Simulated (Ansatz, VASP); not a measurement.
**Two plane-wave programs on Cd3O2**

```
CELL_PARAMETERS angstrom
3.37737 0.00000 0.00000
-1.68868 2.92489 0.00000
0.00000 0.00000 7.95689
ATOMIC_POSITIONS crystal
Cd 0.00000 0.00000 0.00000
Cd 0.66667 0.33333 0.35027
Cd 0.33333 0.66667 0.64973
O 0.66667 0.33333 0.82596
O 0.33333 0.66667 0.17404
```

Alike in both runs: task single point; functional PBE; k mesh 6 × 6 × 2; occupations gaussian, width 0.1 eV; no spin polarisation.

|  | VASP | Ansatz |
| --- | --- | --- |
| version | VASP 6.6.1 | Ansatz 0.2.0 |
| potentials or method | VASP PAW PBE potentials, release 64 (Cd, O), cutoff 600 eV | scalar-relativistic, plane waves, PAW |
| valence electrons in the cell | 48 | 72 |

Ansatz gave:

- gap on the k mesh at the Fermi level (eV): none
- pressure (GPa): -0.6
- traceless stress, the component that is largest in VASP (GPa): 0.71
- rms of the force components (eV/Å): 0.029

Task: Estimate VASP's values.

Result: gap on the k mesh at the Fermi level (eV): none; pressure (GPa): 0.1; traceless stress, the component that is largest in VASP (GPa): 0.74; rms of the force components (eV/Å): 0.046.

Atom by atom the forces differ by 0.021 eV/Å (rms over components). A gap of «none» marks a metal or a gap that the smearing closes. With one functional, cell and mesh, what is left measures potentials, basis and numerics. VASP's potentials hold 48 valence electrons a cell and Ansatz's 72, so a difference there can come from the potentials and not from the codes.

The k mesh is coarse, so the values compare programs but aren't converged.
